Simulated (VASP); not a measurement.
Re: single point with PBE

Re:

```
Re
1.0
     2.76972    0.00000    0.00000
    -1.38486    2.39865    0.00000
     0.00000    0.00000    4.47638
Re
2
Direct
  0.66667 0.33333 0.75000
  0.33333 0.66667 0.25000
```

```
Program             : VASP 6.6.1
Task                : single point
Functional          : PBE
Potentials or basis : VASP PAW PBE potentials, release 64 (Re)
Cutoff              : 520 eV
k mesh              : 11 × 11 × 6
Occupations         : fermi-dirac, width 0.05 eV
Spin                : no spin polarisation
```

* Pressure: 1.5 GPa
* Band gap on the k mesh: zero (band 7 reaches 9.07 eV, above the bottom of band 8 at 6.08 eV)

Stress tensor (GPa, compression positive):
```
1.56 0.00 0.00
0.00 1.56 0.00
0.00 0.00 1.39
```

Levels at points of the mesh, in eV from the Fermi level:
```tsv
k point	band 3	band 4	band 5	band 6	band 7	band 8	band 9	band 10	band 11	band 12
(0.00, 0.00, 0.00)	-1.57	-1.56	-1.56	-0.74	-0.74	0.19	0.19	0.58	3.31	3.31
(0.00, 0.00, 0.50)	-2.36	-2.36	-1.68	-1.68	-1.68	-1.68	2.50	2.50	2.50	2.50
```

Run time: 11 s on 1 thread of Intel(R) Xeon(R) 6975P-C (Granite Rapids), on a shared host, peak memory 0.16 GiB.

Caveat: spin-orbit coupling is left out, which moves the levels of the heavy elements.
